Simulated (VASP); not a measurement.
# SiC (Pnma) in VASP: a series of runs, part 2 of 2

VASP 6.6.1. Earlier steps stand in the parts before.

## (4) Single point, PBE

This run uses another cell than the first one, of 10.42 Å³/atom, 0.869 times its volume.

INCAR reads:

```
PREC     = Accurate       # precision mode
ENCUT    = 520            # plane-wave cutoff, eV
EDIFF    = 1E-6           # SCF threshold, eV
ISMEAR   = 0              # smearing method
SIGMA    = 0.1            # smearing width, eV
LREAL    = False          # projectors in reciprocal space
LASPH    = True           # aspherical terms in the spheres
NELM     = 100            # most SCF steps
ALGO     = Normal         # electronic algorithm
ISIF     = 2              # what is computed and relaxed
LWAVE    = False          # write WAVECAR
LCHARG   = False          # write CHGCAR
GGA      = PE             # functional
NBANDS   = 26             # bands
```

KPOINTS reads:

```
regular mesh
0
Gamma
  4 6 4
```

POSCAR reads:

```
SiC
1.0
    5.1035142300      0.0000000000      0.0000000000
    0.0000000000      3.1176070300      0.0000000000
    0.0000000000      0.0000000000      5.2403714200
Si C
4 4
Direct
    0.8210678200      0.7500000000      0.4095370000
    0.6789321800      0.2500000000      0.9095370000
    0.3210678200      0.7500000000      0.0904630000
    0.1789321800      0.2500000000      0.5904630000
    0.8210678200      0.2500000000      0.5904630000
    0.6789321800      0.7500000000      0.0904630000
    0.3210678200      0.2500000000      0.9095370000
    0.1789321800      0.7500000000      0.4095370000
```

Potentials or basis: VASP PAW PBE potentials, release 64 (Si, C).

On the command line:

```bash
$ cat potpaw_PBE.64/Si/POTCAR potpaw_PBE.64/C/POTCAR > POTCAR
$ mpirun -np 1 vasp_std > vasp.out
```

OUTCAR:

```text
PREC = Accurate
   ENCUT = 520
   EDIFF = 1E-6
   ISMEAR = 0
   LREAL = False
   LASPH = True
   NELM = 100
   ISIF = 2
   GGA = PE

 ion  position               nearest neighbor table
   1  0.821  0.750  0.410-   6 1.82   5 1.82   5 1.82   8 1.83   4 2.58   4 2.58   3 3.05   3 3.05
                             2 3.13   2 3.13   2 3.13   2 3.13
   2  0.679  0.250  0.910-   5 1.82   6 1.82   6 1.82   7 1.83   3 2.58   3 2.58   4 3.05   4 3.05
                             1 3.13   1 3.13   1 3.13   1 3.13
   3  0.321  0.750  0.090-   8 1.82   7 1.82   7 1.82   6 1.83   2 2.58   2 2.58   1 3.05   1 3.05
                             4 3.13   4 3.13   4 3.13   4 3.13
   4  0.179  0.250  0.590-   7 1.82   8 1.82   8 1.82   5 1.83   1 2.58   1 2.58   2 3.05   2 3.05
                             3 3.13   3 3.13   3 3.13   3 3.13
   5  0.821  0.250  0.590-   2 1.82   1 1.82   1 1.82   4 1.83
   6  0.679  0.750  0.090-   1 1.82   2 1.82   2 1.82   3 1.83
   7  0.321  0.250  0.910-   4 1.82   3 1.82   3 1.82   2 1.83
   8  0.179  0.750  0.410-   3 1.82   4 1.82   4 1.82   1 1.83

  LATTYP: Found a simple orthorhombic cell.
 ALAT       =     3.1176070300
 B/A-ratio  =     1.6369972806
 C/A-ratio  =     1.6808954334
[... 197 lines left out ...]

 val. band max:        8.3034436556   @ k =   0.0000   0.1667   0.0000
 cond. band min:      10.7190361664   @ k =   0.5000   0.0000   0.5000
 fundamental gap:      2.4155925109
 Fermi energy:         8.7397281586

 k-point     1 :       0.0000    0.0000    0.0000
  band No.  band energies     occupation
      1      -8.1909      2.00000
      2      -5.9196      2.00000
      3      -3.8693      2.00000
      4      -2.7874      2.00000
      5       0.4937      2.00000
      6       1.3164      2.00000
[... 685 lines left out ...]
     25      16.9360      0.00000
     26      16.9360      0.00000

 [... further k-points ...]
[... 5 lines left out ...]
  --------------------------------------------------------------------------------------
  -------------------------------------------------------------------------------------
  Total       21.0011549     12.0951735      7.0514204     -0.0000000      0.0000000      0.0000000
  in kB      403.5533799    232.4180823    135.4984779     -0.0000000      0.0000000      0.0000000
  external PRESSURE =     257.1566467 kB  Pullay stress =       0.0000000 kB

 VOLUME and BASIS-vectors are now :
 -----------------------------------------------------------------------------
  energy-cutoff  :      520.00
  volume of cell :       83.38
      direct lattice vectors                 reciprocal lattice vectors
     5.103514230  0.000000000  0.000000000     0.195943414  0.000000000  0.000000000
     0.000000000  3.117607030  0.000000000     0.000000000  0.320758835  0.000000000
     0.000000000  0.000000000  5.240371420     0.000000000  0.000000000  0.190826169

 POSITION                                       TOTAL-FORCE (eV/Angst)
 -----------------------------------------------------------------------------------
      4.19033      2.33821      2.14613        -0.559057     -0.000000     -0.580072
      3.46494      0.77940      4.76631         0.559057      0.000000     -0.580072
      1.63857      2.33821      0.47406        -0.559057     -0.000000      0.580072
      0.91318      0.77940      3.09425         0.559057     -0.000000      0.580072
      4.19033      0.77940      3.09425        -2.866053      0.000000      1.290372
      3.46494      2.33821      0.47406         2.866053     -0.000000      1.290372
      1.63857      0.77940      4.76631        -2.866053     -0.000000     -1.290372
      0.91318      2.33821      2.14613         2.866053     -0.000000     -1.290372
 -----------------------------------------------------------------------------------
    total drift:                               -0.000000      0.000000      0.000000

  FREE ENERGIE OF THE ION-ELECTRON SYSTEM (eV)
  ---------------------------------------------------
  free  energy   TOTEN  =       -57.2564517953 eV

  energy  without entropy=      -57.2564517953  energy(sigma->0) =      -57.25645180
```

stdout:

```text
POSCAR found type information on POSCAR SiC
 POSCAR found :  2 types and       8 ions
 scaLAPACK will be used
 LDA part: xc-table for (Slater+PW92), standard interpolation
 POSCAR, INCAR and KPOINTS ok, starting setup
 FFT: planning ... GRIDC
 FFT: planning ... GRID_SOFT
 FFT: planning ... GRID
 WAVECAR not read
 entering main loop
```

Run time: 41 s. Hardware: 1 thread of AMD EPYC 9R45 (Zen 5), shared host; peak memory 0.18 GiB.

What came out:

* Free energy: -57.2565 eV
* Pressure: 25.7 GPa
* Largest force: 3.143 eV/Å
* Band gap on the k mesh: 2.42 eV, indirect (least direct gap 3.57 eV)

Forces in eV/Å, atoms in the order of the input:
```
Si  -0.559  0.000 -0.580
Si   0.559  0.000 -0.580
Si  -0.559  0.000  0.580
Si   0.559  0.000  0.580
C   -2.866  0.000  1.290
C    2.866  0.000  1.290
C   -2.866  0.000 -1.290
C    2.866  0.000 -1.290
```

Caveat: forces of over 1 eV/Å act on the atoms, so gaps and moduli don't describe the material at rest. Expect the measured gap to be larger: semilocal functionals such as PBE lack the derivative discontinuity.

## (5) Summary

```tsv
task	cell	k mesh	cutoff (eV)	smearing	gap on the mesh (eV)	pressure (GPa)	largest force (eV/Å)
single point	a = 5.874, b = 3.141, c = 5.197 Å, 8 atoms	4 × 8 × 6	520	gaussian 0.02 eV	2.54	-0.1	0.01
relaxation of cell and atoms	relaxed from a = 5.865, b = 3.142, c = 5.201 Å, 8 atoms	4 × 8 × 6	600	gaussian 0.02 eV	2.55	0.0	0.01
single point	a = 5.104, b = 3.118, c = 5.240 Å, 8 atoms	4 × 6 × 4	520	gaussian 0.1 eV	2.42	25.7	3.14
```

Alike in all rows: level PBE; potentials or basis VASP PAW PBE potentials, release 64 (Si, C); no spin polarisation.

Caveats: forces of over 1 eV/Å act on the atoms, so gaps and moduli don't describe the material at rest (some runs).

Total energies depend on the potentials used, so only differences within one code and one set of settings carry meaning.
